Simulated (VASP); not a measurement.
# Mo (Im-3m) in VASP: notebook, part 2 of 2

VASP 6.6.1. Earlier steps stand in the parts before.

### 3 Relaxation of cell and atoms, PBEsol

This run uses another cell than the first one, of 15.58 Å³/atom.

File INCAR:

```
SYSTEM = Mo
PREC     = Accurate       ! precision mode
ENCUT    = 600            ! plane-wave cutoff, eV
EDIFF    = 1E-6           ! SCF threshold, eV
ISMEAR   = -1             ! smearing method
SIGMA    = 0.1            ! smearing width, eV
LREAL    = .FALSE.        ! projectors in reciprocal space
LASPH    = .TRUE.         ! aspherical terms in the spheres
NELM     = 100            ! most SCF steps
ALGO     = Normal         ! electronic algorithm
ISIF     = 3              ! what is computed and relaxed
LWAVE    = .FALSE.        ! write WAVECAR
LCHARG   = .FALSE.        ! write CHGCAR
GGA      = PS             ! functional
IBRION   = 2              ! ionic algorithm
NSW      = 100            ! ionic steps
EDIFFG   = -0.002         ! ionic threshold
```

File KPOINTS:

```
Automatic mesh
0
G
  20 20 20
  0 0 0
```

File POSCAR:

```
Mo
1.0
   -1.5734150000      1.5734150000      1.5734150000
    1.5734150000     -1.5734150000      1.5734150000
    1.5734150000      1.5734150000     -1.5734150000
Mo
1
Direct
    0.0000000000      0.0000000000      0.0000000000
```

Potentials or basis: VASP PAW PBE potentials, release 64 (Mo_sv).

On the command line:

```bash
> cat potpaw_PBE.64/Mo_sv/POTCAR > POTCAR
> mpirun -np 1 vasp_std > vasp.out
```

OUTCAR:

```text
SYSTEM = Mo
   PREC = Accurate
   ENCUT = 600
   EDIFF = 1E-6
   ISMEAR = -1
   LREAL = .FALSE.
   LASPH = .TRUE.
   NELM = 100
   ISIF = 3
   GGA = PS
   IBRION = 2
   NSW = 100
   EDIFFG = -0.002

 ion  position               nearest neighbor table
   1  0.000  0.000  0.000-

  LATTYP: Found a body centered cubic cell.
 ALAT       =     3.1468300000

  Lattice vectors:

 A1 = (  -1.5734150000,   1.5734150000,   1.5734150000)
 A2 = (   1.5734150000,  -1.5734150000,   1.5734150000)
 A3 = (   1.5734150000,   1.5734150000,  -1.5734150000)

Analysis of symmetry for initial positions (statically):
=====================================================================
 Subroutine PRICEL returns:
 Original cell was already a primitive cell.

 Routine SETGRP: Setting up the symmetry group for a
 body centered cubic supercell.

 Subroutine GETGRP returns: Found 48 space group operations
 (whereof 48 operations were pure point group operations)
 out of a pool of 48 trial point group operations.

The static configuration has the point symmetry O_h .

Analysis of symmetry for dynamics (positions and initial velocities):
=====================================================================
 Subroutine PRICEL returns:
 Original cell was already a primitive cell.

 Routine SETGRP: Setting up the symmetry group for a
 body centered cubic supercell.

 Subroutine GETGRP returns: Found 48 space group operations
 (whereof 48 operations were pure point group operations)
 out of a pool of 48 trial point group operations.

The dynamic configuration has the point symmetry O_h .

 Subroutine INISYM returns: Found 48 space group operations
 (whereof 48 operations are pure point group operations),
 and found     1 'primitive' translations

----------------------------------------------------------------------------------------

                                     Primitive cell

  volume of cell :      15.5808

  direct lattice vectors                    reciprocal lattice vectors
    -1.573415000  1.573415000  1.573415000     0.000000000  0.317780115  0.317780115
     1.573415000 -1.573415000  1.573415000     0.317780115  0.000000000  0.317780115
     1.573415000  1.573415000 -1.573415000     0.317780115  0.317780115  0.000000000

  length of vectors
     2.725234721  2.725234721  2.725234721     0.449408949  0.449408949  0.449408949

  position of ions in fractional coordinates (direct lattice)
     0.000000000  0.000000000  0.000000000

  ion indices of the primitive-cell ions
   primitive index   ion index
                 1           1

----------------------------------------------------------------------------------------

 KPOINTS: Automatic mesh

Automatic generation of k-mesh.
 Grid dimensions read from file:
 generate k-points for:   20   20   20

 Generating k-lattice:

  Cartesian coordinates                     Fractional coordinates (reciprocal lattice)
     0.000000000  0.015889006  0.015889006     0.050000000  0.000000000  0.000000000
     0.015889006  0.000000000  0.015889006     0.000000000  0.050000000  0.000000000
     0.015889006  0.015889006  0.000000000     0.000000000  0.000000000  0.050000000

  Length of vectors
     0.022470447  0.022470447  0.022470447

  Shift w.r.t. Gamma in fractional coordinates (k-lattice)
[... 45 lines left out ...]
   ICHARG =      2    charge: 1-file 2-atom 10-const
   ISPIN  =      1    spin polarized calculation?
   LNONCOLLINEAR =      F non collinear calculations
   LSORBIT =      F    spin-orbit coupling
   LASPH  =      T    aspherical Exc in radial PAW
   ENCUT  =  600.0 eV  44.10 Ry    6.64 a.u.   5.44  5.44  5.44*2*pi/ulx,y,z
   NELM   =    100;   NELMIN=  2; NELMDL= -5     # of ELM steps
   EDIFF  = 0.1E-05   stopping-criterion for ELM
   LREAL  =      F    real-space projection
   EDIFFG = -.2E-02   stopping-criterion for IOM
   NSW    =    100    number of steps for IOM
   IBRION =      2    ionic relax: 0-MD 1-quasi-New 2-CG
   NFREE  =      1    steps in history (QN), initial steepest desc. (CG)
   ISIF   =      3    stress and relaxation
   ISYM   =      2    0-nonsym 1-usesym 2-fastsym
   POTIM  = 0.5000    time-step for ionic-motion
   TEBEG  =    0.0;   TEEND  =   0.0 temperature during run
   PSTRESS=    0.0 pullay stress
   NELECT =      14.0000    total number of electrons
   NUPDOWN=      -1.0000    fix difference up-down
   EMIN   =  10.00;   EMAX   =-10.00  energy-range for DOS
   EFERMI =   0.00;   METHOD = LEGACY
   ISMEAR =    -1;   SIGMA  =   0.10  broadening in eV -4-tet -1-fermi 0-gaus
   EFERMI_NEDOS =   21; number of points for ismear=-14 and -15
   IALGO  =     38    algorithm
   IMIX   =      4    mixing-type and parameters
     AMIX     =   0.40;   BMIX     =  1.00
     AMIX_MAG =   1.60;   BMIX_MAG =  1.00
  volume/ion in A,a.u.               =      15.58       105.14
  Fermi-wavevector in a.u.,A,eV,Ry     =   1.579747  2.985289 33.954710  2.495601
  Thomas-Fermi vector in A             =   2.680079
   LORBIT       =      0    0 simple, 1 ext, 2 COOP (PROOUT), +10 PAW based schemes
   GGA     = PS    functional components
   LHFCALC =     F    Hartree Fock is set to
   AEXX    =    0.0000 exact exchange contribution
   IVDW    =     0    specifies the selected vdW correction
   LEPSILON=     F    determine dielectric tensor
   LRPA    =     F    only Hartree local field effects (RPA)
 conjugate gradient relaxation of ions
 non-spin polarized calculation
  energy-cutoff  :      600.00
  volume of cell :       15.58
 maximum number of plane-waves:       537
 NGX is ok and might be reduce to    24
   NGX = 11   NGY = 11   NGZ = 11

--------------------------------------- Ionic step        1  -------------------------------------------

 number of electron      14.0000002 magnetization

 Free energy of the ion-electron system (eV)
  ---------------------------------------------------
  ext. energy  EPLUGINS =         0.00000000
  ---------------------------------------------------
  free energy    TOTEN  =       -11.78734690 eV

  energy without entropy =      -11.76726462  energy(sigma->0) =      -11.77730576

------------------------ aborting loop because EDIFF is reached ----------------------------------------

  FORCE on cell =-STRESS in cart. coord.  units (eV):
  Direction    XX          YY          ZZ          XY          YZ          ZX
  --------------------------------------------------------------------------------------
  -------------------------------------------------------------------------------------
  Total       -0.3839401     -0.3839401     -0.3839401     -0.0000000     -0.0000000     -0.0000000
  in kB      -39.4806413    -39.4806413    -39.4806413     -0.0000000     -0.0000000     -0.0000000
  external PRESSURE =     -39.4806413 kB  Pullay stress =       0.0000000 kB
[... 197 lines left out ...]
--------------------------------------- Ionic step        7  -------------------------------------------

 number of electron      14.0000001 magnetization

 Free energy of the ion-electron system (eV)
  ---------------------------------------------------
  ext. energy  EPLUGINS =         0.00000000
  ---------------------------------------------------
  free energy    TOTEN  =       -11.79015239 eV

  energy without entropy =      -11.77013285  energy(sigma->0) =      -11.78014262

 E-fermi :  12.7563     XC(G=0): -13.6293

 val. band max:       12.7453372044   @ k =   0.1500   0.0500  -0.0000
 cond. band min:      12.7562860123   @ k =   0.3500   0.0500   0.0500
 fundamental gap:      0.0109488079
 Fermi energy:        12.7562816545

 k-point     1 :       0.0000    0.0000    0.0000
  band No.  band energies     occupation
      1     -48.4434      2.00000
      2     -21.6889      2.00000
      3     -21.6889      2.00000
      4     -21.6889      2.00000
      5       5.4098      2.00000
      6      11.3510      2.00000
      7      11.3510      2.00000
      8      11.3510      2.00000
      9      14.4325      0.00000
     10      14.4325      0.00000
     11      27.5873      0.00000
[... 309 lines left out ...]
 k-point    24 :       0.2500    0.1000    0.0000
  band No.  band energies     occupation
      1     -48.2458      2.00000
      2     -22.7032      2.00000
      3     -22.0206      2.00000
      4     -21.7490      2.00000
      5       7.9368      2.00000
      6       9.9180      2.00000
      7      11.0584      2.00000
      8      13.8072      0.00005
      9      14.9575      0.00000
     10      15.4206      0.00000
     11      27.1091      0.00000

 [... further k-points ...]

------------------------ aborting loop because EDIFF is reached ----------------------------------------

  FORCE on cell =-STRESS in cart. coord.  units (eV):
  Direction    XX          YY          ZZ          XY          YZ          ZX
  --------------------------------------------------------------------------------------
  -------------------------------------------------------------------------------------
  Total       -0.0007620     -0.0007620     -0.0007620     -0.0000000      0.0000000      0.0000000
  in kB       -0.0795059     -0.0795059     -0.0795059     -0.0000000      0.0000000      0.0000000
  external PRESSURE =      -0.0795059 kB  Pullay stress =       0.0000000 kB
[... 16 lines left out ...]
  FREE ENERGIE OF THE ION-ELECTRON SYSTEM (eV)
  ---------------------------------------------------
  free  energy   TOTEN  =       -11.7901523890 eV

  energy  without entropy=      -11.7701328501  energy(sigma->0) =      -11.78014262

 reached required accuracy - stopping structural energy minimisation
```

Wall time 2.9 min (1 thread of Intel Xeon 8259CL, shared host); peak memory 0.2 GiB.

What came out:

```
Free energy                           : -11.7902 eV
Relaxed volume                        : 15.36 Å³/atom
Relaxed cell                          : a = 2.712 Å, b = 2.712 Å, c = 2.712 Å, α = 109.47°, β = 109.47°, γ = 109.47°
Space group after relaxing (to 0.1 Å) : Im-3m (No. 229)
Energy gained by relaxing             : 2.8 meV/atom
Ionic steps                           : 7
Pressure after relaxing               : 0.0 GPa
Band gap on the k mesh                : zero (bands 7 and 8 overlap by 5.51 eV)
```

The path:
```csv
step,energy change (eV),largest force (eV/Å),pressure (GPa),volume (Å³)
1,0.0000,0.0000,-3.95,15.58
2,0.0212,0.0000,12.75,14.73
3,-0.0028,0.0000,-0.05,15.36
4,-0.0028,0.0000,-0.02,15.36
5,-0.0028,0.0000,0.06,15.35
6,-0.0028,0.0000,-0.07,15.36
7,-0.0028,0.0000,-0.01,15.36
```

Final structure:
```yaml
crystal:
  lattice:
    - [-1.56581, 1.56581, 1.56581]
    - [1.56581, -1.56581, 1.56581]
    - [1.56581, 1.56581, -1.56581]
  atoms:
    - { symbol: Mo, position: [0.00000, 0.00000, 0.00000] }
```

Levels at points of the mesh, in eV from the Fermi level:
| k point | band 4 | band 5 | band 6 | band 7 | band 8 | band 9 | band 10 | band 11 |
| --- | --- | --- | --- | --- | --- | --- | --- | --- |
| (0.00, 0.00, 0.00) | -34.45 | -7.35 | -1.41 | -1.41 | -1.41 | 1.68 | 1.68 | 14.83 |
| (0.50, 0.00, 0.00) | -34.46 | -5.46 | -3.50 | 1.67 | 1.72 | 2.37 | 4.90 | 11.96 |
| (0.50, 0.50, 0.50) | -35.47 | -5.61 | -5.61 | 4.11 | 4.11 | 4.11 | 9.16 | 9.16 |

Caveat: the PAW data sets were made with another functional, which shifts forces and pressure a little.
